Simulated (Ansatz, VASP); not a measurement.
Two plane-wave programs on Au

```
Au
1.0
    -1.65727    1.65727    1.65727
     1.65727   -1.65727    1.65727
     1.65727    1.65727   -1.65727
Au
1
Direct
  0.00000 0.00000 0.00000
```

Alike in both runs: task single point; functional PBEsol; k mesh 22 × 22 × 22; occupations gaussian, width 0.15 eV; no spin polarisation.

|  | VASP | Ansatz |
| --- | --- | --- |
| version | VASP 6.6.1 | Ansatz 0.2.0 |
| potentials or method | VASP PAW PBE potentials, release 64 (Au), cutoff 520 eV | scalar-relativistic, plane waves, PAW |
| valence electrons in the cell | 11 | 19 |

Ansatz gave:

| Item | Value |
| --- | --- |
| gap on the k mesh at the Fermi level (eV) | none |
| pressure (GPa) | -9.4 |

Which values does VASP return?

gap on the k mesh at the Fermi level (eV): none; pressure (GPa): -9.6.

VASP's potentials were made for PBE, not for PBEsol. A gap of «none» marks a metal or a gap that the smearing closes. VASP's potentials hold 11 valence electrons a cell and Ansatz's 19, so a difference there can come from the potentials and not from the codes.

Neither program's run includes spin-orbit coupling.
